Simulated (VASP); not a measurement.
Set up this calculation in VASP 6.6.1, as the native input.

```yaml
Task: single point
Functional: b88 exchange, pbe correlation
Potentials_or_basis: VASP PAW PBE potentials, release 64 (Sn_d, Se)
Cutoff: 500 eV
k_mesh: 8 × 8 × 8
Occupations: fermi-dirac, width 0.05 eV
Spin: no spin polarisation
Dipole_correction: no
Further_INCAR_settings: ALGO = Normal; EDIFF = 1e-06; NBANDS = 17
```

The structure of SnSe lies in POSCAR:

```
SnSe
1.0
    0.0000000000      2.9485541872      2.9485541872
    2.9485541872      0.0000000000      2.9485541872
    2.9485541872      2.9485541872      0.0000000000
Sn Se
1 1
Direct
    0.0000000000      0.0000000000      0.0000000000
    0.5000000000      0.5000000000      0.5000000000
```

These files were run (other wordings do the same):

INCAR

```
SYSTEM = SnSe
PREC = Accurate
ENCUT = 500
EDIFF = 1E-6
ISMEAR = -1
SIGMA = 0.05
LREAL = .False.
LASPH = .True.
NELM = 120
ALGO = Normal
ISIF = 2
LWAVE = .False.
LCHARG = .True.
GGA = LIBXC
LIBXC1 = GGA_X_B88
LIBXC2 = GGA_C_PBE
LELF = .True.
LVHAR = .True.
NBANDS = 17
GGA_COMPAT = .False.
```

KPOINTS

```
regular mesh
0
Gamma
  8 8 8
  0 0 0
```

Potentials or basis: VASP PAW PBE potentials, release 64 (Sn_d, Se).

Run with:

```console
$ cat potpaw_PBE.64/Sn_d/POTCAR potpaw_PBE.64/Se/POTCAR > POTCAR
$ mpirun -np 1 vasp_std > vasp.out
```

Results of the run:

| Quantity | Value |
| --- | --- |
| Pressure | 4.5 GPa |
| Band gap on the k mesh | 0.75 eV (least direct gap 0.85 eV) |

Caveat: the cell stands under pressure; the PAW data sets were made with another functional, which shifts forces and pressure a little; spin-orbit coupling is left out, which moves the levels of the heavy elements.

Run time: 31 s on 1 thread of Intel(R) Xeon(R) Platinum 8559C (Emerald Rapids), with other jobs on the host, peak memory 0.17 GiB.
